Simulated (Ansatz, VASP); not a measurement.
**MgO2: VASP beside Ansatz**

The input POSCAR:

```
MgO2
1.0
    1.5101379338      0.8718785426      3.9455520065
   -1.5101379338      0.8718785426      3.9455520065
    0.0000000000     -1.7437570852      3.9455520065
Mg O
1 2
Direct
    0.0000000000      0.0000000000      0.0000000000
    0.4287860000      0.4287860000      0.4287860000
    0.5712140000      0.5712140000      0.5712140000
```

File INCAR.step1:

```
ALGO     = Normal         # electronic algorithm
EDIFF    = 1E-4           # SCF threshold, eV
ENCUT    = 520            # plane-wave cutoff, eV
GGA      = PE             # functional
ISMEAR   = 0              # smearing method
LASPH    = True           # aspherical terms in the spheres
LCHARG   = False          # write CHGCAR
LREAL    = False          # projectors in reciprocal space
LWAVE    = True           # write WAVECAR
NBANDS   = 14             # bands
NELM     = 60             # most SCF steps
PREC     = Accurate       # precision mode
SIGMA    = 0.05           # smearing width, eV
```

The input INCAR.step2:

```
ALGO     = Normal         # electronic algorithm
EDIFF    = 1E-6           # SCF threshold, eV
ENCUT    = 520            # plane-wave cutoff, eV
ISIF     = 2              # what is computed and relaxed
ISMEAR   = 0              # smearing method
ISTART   = 1            
LASPH    = True           # aspherical terms in the spheres
LCHARG   = False          # write CHGCAR
LMIXTAU  = True         
LREAL    = False          # projectors in reciprocal space
LWAVE    = False          # write WAVECAR
METAGGA  = R2SCAN         # meta-GGA
NBANDS   = 14             # bands
NELM     = 60             # most SCF steps
PREC     = Accurate       # precision mode
SIGMA    = 0.05           # smearing width, eV
```

Contents of KPOINTS:

```
k-points
0
Gamma
  12 12 12
```

Input for Ansatz:

```yaml
crystal:
  lattice:
    - [1.5101379338, 0.8718785426, 3.9455520065]
    - [-1.5101379338, 0.8718785426, 3.9455520065]
    - [0.0, -1.7437570852, 3.9455520065]
  atoms:
    - { symbol: Mg, position: [0.0, 0.0, 0.0] }
    - { symbol: O, position: [0.428786, 0.428786, 0.428786] }
    - { symbol: O, position: [0.571214, 0.571214, 0.571214] }
basis:
  ecutwfc: 500
kpoints:
  mp_grid: { grid: [12, 12, 12] }
hamiltonian:
  xc: r2scan
scf:
  occupations: { method: gaussian, width: 0.05 }
output:
  forces: true
  stress: true
  eigenvalues: true
```

Alike in both runs: task single point; functional r2SCAN; k mesh 12 × 12 × 12; occupations gaussian, width 0.05 eV; no spin polarisation.

|  | VASP | Ansatz |
| --- | --- | --- |
| version | VASP 6.6.1 | Ansatz 0.2.0 |
| potentials or method | VASP PAW PBE potentials, release 64 (Mg, O), cutoff 520 eV | scalar-relativistic, plane waves, PAW |
| valence electrons in the cell | 14 | 22 |

```csv
,VASP,Ansatz,Ansatz less VASP
gap on the k mesh at the Fermi level (eV),0.36,0.37,+0.010
least direct gap on the mesh (eV),0.36,0.37,+0.010
pressure (GPa),-11.0,-10.3,+0.71
"traceless stress, the component that is largest in VASP (GPa)",-43.68,-43.98,-0.295
rms of the force components (eV/Å),0.951,0.991,+0.0398
```

VASP's potentials were made for PBE, not for r2SCAN. Atom by atom the forces differ by 0.040 eV/Å (rms over components). VASP's potentials hold 14 valence electrons a cell and Ansatz's 22, so a difference there can come from the potentials and not from the codes.
